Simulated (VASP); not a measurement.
# Ga4SbAs3 (P1) in VASP: a series of runs, part 2 of 2

VASP 6.6.1. Earlier steps stand in the parts before.

## 3. Single point, PBEsol

Input file INCAR:

```
SYSTEM = Ga4SbAs3
PREC     = Accurate       ! precision mode
ENCUT    = 520            ! plane-wave cutoff, eV
EDIFF    = 1E-6           ! SCF threshold, eV
ISMEAR   = -1             ! smearing method
SIGMA    = 0.05           ! smearing width, eV
LREAL    = Auto         
LASPH    = .TRUE.         ! aspherical terms in the spheres
NELM     = 80             ! most SCF steps
ALGO     = Normal         ! electronic algorithm
ISIF     = 2              ! what is computed and relaxed
LWAVE    = .FALSE.        ! write WAVECAR
LCHARG   = .FALSE.        ! write CHGCAR
GGA      = PS             ! functional
NBANDS   = 326            ! bands
NCORE    = 4
```

Input file KPOINTS:

```
Automatic mesh
0
Gamma
  1 1 1
  0.5 0.5 0.5
```

Input file POSCAR:

```
Ga4SbAs3
1.0
   11.5630636856      0.0000000000      0.0000000000
    0.0000000000     11.5630636856      0.0000000000
    0.0000000000      0.0000000000     11.5630636856
Ga Sb As
32 8 24
Direct
    0.9854300000      0.0012740000      0.0003150000
    0.0043240000      0.9938820000      0.5066740000
    0.9990110000      0.5020610000      0.9986390000
    0.0050320000      0.4931410000      0.5067070000
    0.5064890000      0.9921110000      0.9921120000
    0.5068110000      0.0076860000      0.4952510000
    0.5011010000      0.4991600000      0.0006860000
    0.4984520000      0.5015460000      0.5013480000
    0.2506260000      0.2648950000      0.0007110000
    0.2501480000      0.2516680000      0.5014440000
    0.2503660000      0.7355090000      0.9996640000
    0.2450650000      0.7411450000      0.4946740000
    0.7555130000      0.2569150000      0.9928480000
    0.7450380000      0.2571100000      0.5059270000
    0.7511690000      0.7461850000      0.9998230000
    0.7439110000      0.7548750000      0.5078660000
    0.2509000000      0.0013700000      0.2639270000
    0.2425320000      0.0076660000      0.7435870000
    0.2501950000      0.5012470000      0.2517580000
    0.2509680000      0.4995230000      0.7493530000
    0.7506080000      0.9860490000      0.2515270000
    0.7505430000      0.0011600000      0.7489320000
    0.7435330000      0.4946660000      0.2439870000
    0.7508490000      0.5009460000      0.7507190000
    0.9980910000      0.2654120000      0.2518190000
    0.9994550000      0.2504440000      0.7503280000
    0.0062690000      0.7544430000      0.2432220000
    0.9919130000      0.7411800000      0.7435110000
    0.4926280000      0.2561750000      0.2555740000
    0.5071160000      0.2586450000      0.7430140000
    0.5065620000      0.7408040000      0.2583570000
    0.5051970000      0.7424260000      0.7561750000
    0.1229630000      0.1291050000      0.1271920000
    0.6268720000      0.1261920000      0.1254200000
    0.3767660000      0.8694510000      0.1292230000
    0.3764950000      0.8734810000      0.6223950000
    0.3770990000      0.1311440000      0.8719600000
    0.8747260000      0.1252190000      0.3780340000
    0.8748310000      0.6248000000      0.3756080000
    0.1193870000      0.8712570000      0.8738020000
    0.1218730000      0.1295960000      0.6225140000
    0.1248490000      0.6205920000      0.1252740000
    0.1248620000      0.6208850000      0.6254430000
    0.6271730000      0.1279390000      0.6252070000
    0.6247680000      0.6230040000      0.1236100000
    0.6249630000      0.6226760000      0.6273330000
    0.3750060000      0.3814770000      0.1277640000
    0.3751590000      0.3772790000      0.6235610000
    0.8743940000      0.3796260000      0.1208870000
    0.8746330000      0.3754280000      0.6290930000
    0.8729900000      0.8701800000      0.1233830000
    0.8731390000      0.8745420000      0.6271100000
    0.3751660000      0.1293790000      0.3799950000
    0.3749870000      0.6211030000      0.3758890000
    0.3771700000      0.6184670000      0.8752160000
    0.8727150000      0.1273760000      0.8713310000
    0.8731900000      0.6227460000      0.8746490000
    0.1284960000      0.3775400000      0.3775960000
    0.1230260000      0.3792330000      0.8731730000
    0.1249770000      0.8724850000      0.3774610000
    0.6208780000      0.3774200000      0.3770860000
    0.6269730000      0.3791930000      0.8731850000
    0.6245220000      0.8725710000      0.3782900000
    0.6316410000      0.8699790000      0.8724130000
```

Potentials or basis: VASP PAW PBE potentials, release 64 (Ga_d, Sb, As).

On the command line:

```
$ cat potpaw_PBE.64/Ga_d/POTCAR potpaw_PBE.64/Sb/POTCAR potpaw_PBE.64/As/POTCAR > POTCAR
$ mpirun -np 4 vasp_std > vasp.out
```

OUTCAR:

```text
SYSTEM = Ga4SbAs3
   PREC = Accurate
   ENCUT = 520
   EDIFF = 1E-6
   ISMEAR = -1
   LREAL = Auto
   LASPH = .TRUE.
   NELM = 80
   ISIF = 2
   GGA = PS

 ion  position               nearest neighbor table
   1  0.985  0.001  0.000-  51 2.45  56 2.46  40 2.61  33 2.62
   2  0.004  0.994  0.507-  41 2.47  52 2.48  60 2.48  38 2.60
   3  0.999  0.502  0.999-  49 2.47  57 2.47  42 2.48  59 2.49
   4  0.005  0.493  0.507-  43 2.45  58 2.46  50 2.48  39 2.62
   5  0.506  0.992  0.992-  64 2.45  34 2.59  37 2.60  35 2.60
   6  0.507  0.008  0.495-  53 2.46  63 2.47  44 2.48  36 2.62
[... 659 lines left out ...]
  Total        1.3132763      1.2768683      1.3371919     -0.0309041     -0.0434220      0.0059578
  in kB        1.3609681      1.3232379      1.3857522     -0.0320264     -0.0449989      0.0061742
  external PRESSURE =       1.3566527 kB  Pullay stress =       0.0000000 kB

 VOLUME and BASIS-vectors are now :
 -----------------------------------------------------------------------------
  energy-cutoff  :      520.00
  volume of cell :     1546.03
      direct lattice vectors                 reciprocal lattice vectors
    11.563063686  0.000000000  0.000000000     0.086482270  0.000000000  0.000000000
     0.000000000 11.563063686  0.000000000     0.000000000  0.086482270  0.000000000
     0.000000000  0.000000000 11.563063686     0.000000000  0.000000000  0.086482270

 POSITION                                       TOTAL-FORCE (eV/Angst)
 -----------------------------------------------------------------------------------
     11.39459      0.01473      0.00364        -0.001854     -0.002263     -0.001549
      0.05000     11.49232      5.85870         0.000093      0.000857      0.000694
     11.55163      5.80536     11.54733         0.000395      0.001906     -0.000428
      0.05819      5.70222      5.85909        -0.000237     -0.002166     -0.001644
      5.85656     11.47184     11.47185         0.001180     -0.000133      0.000227
      5.86029      0.08887      5.72662        -0.000618     -0.002471     -0.001201
[... 56 lines left out ...]
      7.22139     10.08959      4.37419        -0.000449      0.003422     -0.002934
      7.30371     10.05962     10.08777         0.002631     -0.000169      0.004099
 -----------------------------------------------------------------------------------
    total drift:                                0.023677      0.027140      0.002409

  FREE ENERGIE OF THE ION-ELECTRON SYSTEM (eV)
  ---------------------------------------------------
  free  energy   TOTEN  =      -276.9015581502 eV

  energy  without entropy=     -276.9015407980  energy(sigma->0) =     -276.90154947
```

OSZICAR:

```text
N       E                     dE             d eps       ncg     rms          rms(c)
DAV:   1     0.741437250088E+04    0.74144E+04   -0.22639E+05   652   0.244E+03
DAV:   2     0.162597177446E+04   -0.57884E+04   -0.56646E+04   652   0.708E+02
DAV:   3    -0.563231836852E+02   -0.16823E+04   -0.15870E+04   776   0.243E+02
DAV:   4    -0.266270411853E+03   -0.20995E+03   -0.20347E+03   760   0.775E+01
DAV:   5    -0.282664048127E+03   -0.16394E+02   -0.16252E+02   864   0.233E+01    0.176E+01
DAV:   6    -0.277850457692E+03    0.48136E+01   -0.12272E+01   856   0.146E+01    0.101E+01
DAV:   7    -0.276947358653E+03    0.90310E+00   -0.86009E+00   792   0.784E+00    0.265E+00
DAV:   8    -0.276849575422E+03    0.97783E-01   -0.13349E+00   712   0.936E+00    0.994E-01
DAV:   9    -0.276901558749E+03   -0.51983E-01   -0.63574E-01   768   0.225E+00    0.520E-01
DAV:  10    -0.276897426457E+03    0.41323E-02   -0.12037E-01   776   0.181E+00    0.215E-01
DAV:  11    -0.276900700811E+03   -0.32744E-02   -0.26794E-02   712   0.121E+00    0.111E-01
DAV:  12    -0.276901251814E+03   -0.55100E-03   -0.59093E-03   848   0.551E-01    0.712E-02
DAV:  13    -0.276901520339E+03   -0.26852E-03   -0.25193E-03   792   0.158E-01    0.568E-02
DAV:  14    -0.276901523935E+03   -0.35963E-05   -0.33107E-04   816   0.190E-01    0.256E-02
DAV:  15    -0.276901551058E+03   -0.27122E-04   -0.17987E-04   808   0.929E-02    0.879E-03
DAV:  16    -0.276901556165E+03   -0.51071E-05   -0.87597E-05   720   0.602E-02    0.458E-03
DAV:  17    -0.276901557722E+03   -0.15570E-05   -0.19829E-05   640   0.215E-02    0.352E-03
DAV:  18    -0.276901558150E+03   -0.42844E-06   -0.43259E-06   504   0.196E-02
   1 F= -.27690156E+03 E0= -.27690155E+03  d E =-.173521E-04
```

stdout:

```text
POSCAR found type information on POSCAR GaSbAs
 POSCAR found :  3 types and      64 ions
 scaLAPACK will be used
 -----------------------------------------------------------------------------
|                                                                             |
|                                                                             |
|     You enforced a specific xc type in the INCAR file but a different       |
|     I HOPE YOU KNOW WHAT YOU ARE DOING!                                     |
|                                                                             |
 -----------------------------------------------------------------------------

 LDA part: xc-table for (Slater+PW92), standard interpolation
 POSCAR, INCAR and KPOINTS ok, starting setup
 FFT: planning ... GRIDC
 FFT: planning ... GRID_SOFT
 FFT: planning ... GRID
 WAVECAR not read
 entering main loop
```

Run time: 9.4 min. Hardware: 4 MPI ranks of AMD EPYC 7R43 (Zen 3), shared host; peak memory 0.46 GiB.

Results:

```
Free energy            : -276.9016 eV
Pressure               : 0.1 GPa
Largest force          : 0.012 eV/Å
Band gap on the k mesh : 1.27 eV
```

Forces on the atoms (eV/Å):
```
Ga  -0.002 -0.002 -0.002
Ga   0.000  0.001  0.001
Ga   0.000  0.002  0.000
Ga   0.000 -0.002 -0.002
Ga   0.001  0.000  0.000
Ga  -0.001 -0.002 -0.001
Ga  -0.001 -0.001 -0.001
Ga  -0.001  0.001 -0.001
Ga   0.001 -0.002  0.003
Ga  -0.001 -0.001  0.000
Ga   0.000 -0.002 -0.001
Ga   0.000 -0.002  0.001
Ga   0.000 -0.001  0.000
Ga   0.001  0.000  0.002
Ga   0.000 -0.002  0.001
Ga  -0.002  0.000  0.000
Ga   0.000  0.001  0.003
Ga  -0.002  0.000 -0.001
Ga  -0.001 -0.001  0.000
Ga   0.001  0.001 -0.001
Ga  -0.002 -0.004 -0.003
Ga   0.000  0.000 -0.002
Ga   0.000 -0.003 -0.001
Ga   0.000 -0.001 -0.002
Ga  -0.001  0.006  0.002
Ga   0.001 -0.004 -0.002
Ga  -0.001  0.002 -0.002
Ga  -0.003 -0.002 -0.001
Ga  -0.004 -0.001  0.000
Ga   0.003  0.002 -0.001
Ga   0.004 -0.001  0.004
Ga  -0.001  0.000  0.001
Sb  -0.002 -0.001 -0.002
Sb   0.002  0.000  0.008
Sb  -0.003 -0.001 -0.002
Sb   0.001  0.004  0.000
Sb  -0.005 -0.001 -0.003
Sb  -0.001 -0.002 -0.005
Sb   0.003 -0.002  0.003
Sb  -0.004  0.006  0.003
As  -0.003  0.011  0.002
As  -0.002  0.003 -0.005
As  -0.003  0.000 -0.004
As  -0.004 -0.001  0.004
As  -0.007  0.002  0.001
As   0.001 -0.001 -0.003
As  -0.003  0.004  0.001
As   0.006 -0.002 -0.002
As   0.009  0.001  0.000
As  -0.001  0.000  0.003
As   0.000  0.002 -0.004
As   0.000  0.001  0.001
As  -0.001  0.002  0.001
As   0.003  0.000 -0.002
As   0.001  0.000  0.003
As   0.003 -0.006 -0.009
As   0.000  0.000  0.001
As   0.011  0.000 -0.003
As   0.002 -0.001  0.007
As   0.001 -0.002  0.002
As   0.006  0.001  0.005
As  -0.003  0.001  0.003
As   0.000  0.003 -0.003
As   0.003  0.000  0.004
```

Caveat: the PAW data sets were made with another functional, which shifts forces and pressure a little; spin-orbit coupling is left out, which moves the levels of the heavy elements; a shifted mesh leaves out Γ, where band edges can lie.
